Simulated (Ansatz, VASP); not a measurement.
## Two plane-wave programs on SnTe

Contents of POSCAR:

```
SnTe
1.0
    0.0000000000      3.6111460000      3.6111460000
    3.6111460000      0.0000000000      3.6111460000
    3.6111460000      3.6111460000      0.0000000000
Te Sn
1 1
Direct
    0.2500000000      0.2500000000      0.2500000000
    0.0000000000      0.0000000000      0.0000000000
```

The input INCAR.step1:

```
SYSTEM = SnTe
  PREC = Accurate
  ENCUT = 520
  ISMEAR = -1
  SIGMA = 0.05
  LREAL = .False.
  LASPH = .True.
  NELM = 60
  NBANDS = 17
  GGA = PE
  ALGO = Normal
  EDIFF = 1E-4
  LWAVE = .True.
  LCHARG = .False.
```

File INCAR.step2:

```
SYSTEM = SnTe
  PREC = Accurate
  ENCUT = 520
  EDIFF = 1E-6
  ISMEAR = -1
  SIGMA = 0.05
  LREAL = .False.
  LASPH = .True.
  NELM = 60
  ALGO = Normal
  ISIF = 2
  LWAVE = .False.
  LCHARG = .False.
  METAGGA = R2SCAN
  LMIXTAU = .True.
  NBANDS = 17
  ISTART = 1
```

Contents of KPOINTS:

```
Automatic mesh
0
Gamma
  7 7 7
  0 0 0
```

input.yaml

```yaml
crystal:
  lattice:
    - [0.0, 3.611146, 3.611146]
    - [3.611146, 0.0, 3.611146]
    - [3.611146, 3.611146, 0.0]
  atoms:
    - { symbol: Te, position: [0.25, 0.25, 0.25] }
    - { symbol: Sn, position: [0.0, 0.0, 0.0] }
hamiltonian:
  xc: r2scan
  pseudopotentials: { kind: paw }
kpoints:
  mp_grid: { grid: [7, 7, 7] }
scf:
  occupations: { method: fermi_dirac, width: 0.05 }
output:
  forces: true
  stress: true
  eigenvalues: true
```

Alike in both runs: task single point; functional r2SCAN; k mesh 7 × 7 × 7; occupations fermi-dirac, width 0.05 eV; no spin polarisation.

```csv
,VASP,Ansatz
version,VASP 6.6.1,Ansatz 0.2.0
potentials or method,"VASP PAW PBE potentials, release 64 (Te, Sn_d)",Ansatz PAW
plane-wave cutoff (eV),520,500
valence electrons in the cell,20,30
```

|  | VASP | Ansatz | Ansatz less VASP |
| --- | --- | --- | --- |
| gap on the k mesh at the Fermi level (eV) | 0.40 | 0.40 | +0.003 |
| least direct gap on the mesh (eV) | 0.93 | 0.93 | +0.002 |
| pressure (GPa) | -0.6 | -0.6 | +0.02 |

VASP's potentials were made for PBE, not for r2SCAN. VASP's potentials hold 20 valence electrons a cell and Ansatz's 30, so a difference there can come from the potentials and not from the codes.

Spin-orbit coupling is off throughout. Noted on Ansatz's run: odd divisions of the mesh miss points on the zone boundary, where band edges often lie, so the gap on the mesh can be too wide.
